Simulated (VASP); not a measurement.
## K: single point with LDA

The system is K.

```
K
1.0
    10.83558    0.00000    0.00000
     0.00000   10.83558    0.00000
     0.00000    0.00000    4.32460
K
1
Cartesian
  0.0000 0.0000 0.0000
```

This cell differs from its parent crystal: strain +0.0750 x Voigt [1, 1, 0, 0, 0, 0].

| Quantity | Value |
| --- | --- |
| Program | VASP 6.6.1 |
| Task | single point |
| Functional | LDA |
| Potentials or basis | VASP PAW LDA potentials, release 64 (K_sv) |
| Cutoff | 520 eV |
| k mesh | 6 × 6 × 12 |
| Occupations | gaussian, width 0.15 eV |
| Spin | no spin polarisation |
| Dipole correction | no |
| Further INCAR settings | ALGO = Normal; EDIFF = 1e-06; NBANDS = 10 |

The pressure is 0.0 GPa.

Stress tensor (GPa, compression positive):
```
 0.00  0.00  0.00
 0.00  0.00  0.00
 0.00  0.00 -0.12
```

Levels at points of the mesh, in eV from the Fermi level:
```csv
k point,band 1,band 2,band 3,band 4,band 5,band 6,band 7,band 8,band 9
"(0.00, 0.00, 0.00)",-32.26,-15.98,-15.98,-15.90,-0.61,1.39,1.39,1.93,2.18
"(0.50, 0.00, 0.00)",-32.26,-15.98,-15.98,-15.90,-0.60,1.12,1.42,2.11,2.46
"(0.50, 0.50, 0.00)",-32.26,-15.98,-15.98,-15.90,-0.58,1.17,1.17,2.11,2.68
"(0.00, 0.00, 0.50)",-32.26,-15.99,-15.98,-15.98,1.47,1.65,2.40,2.40,3.38
"(0.50, 0.00, 0.50)",-32.26,-15.99,-15.98,-15.98,1.48,1.68,2.34,2.40,3.11
"(0.50, 0.50, 0.50)",-32.26,-15.99,-15.98,-15.98,1.50,1.70,2.35,2.35,3.16
```

Run time: 7.2 min on 1 thread of Intel(R) Xeon(R) Platinum 8375C CPU @ 2.90GHz (Ice Lake) (shared host), peak memory 0.58 GiB.

Caveat: the cell differs from its parent crystal (strain +0.0750 x Voigt [1, 1, 0, 0, 0, 0]).
